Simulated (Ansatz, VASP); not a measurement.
**Li2S: VASP beside Ansatz**

```xyz
3
Lattice="0.0000 2.7946 2.7946 2.7946 0.0000 2.7946 2.7946 2.7946 0.0000" Properties=species:S:1:pos:R:3 pbc="T T T"
Li    1.3973    1.3973    1.3973
Li    4.1919    4.1919    4.1919
S     0.0000    0.0000    0.0000
```

Alike in both runs: task single point; functional PBE; k mesh 8 × 8 × 8; occupations gaussian, width 0.02 eV; no spin polarisation.

|  | VASP | Ansatz |
| --- | --- | --- |
| version | VASP 6.6.1 | Ansatz 0.2.0 |
| potentials or method | VASP PAW PBE potentials, release 64 (Li_sv, S), cutoff 750 eV | scalar-relativistic, plane waves, PAW |
| valence electrons in the cell | 12 | 12 |

```tsv
	VASP	Ansatz	Ansatz less VASP
gap on the k mesh at the Fermi level (eV)	3.35	3.35	+0.001
least direct gap on the mesh (eV)	4.57	4.57	-0.003
pressure (GPa)	2.7	2.8	+0.15
```
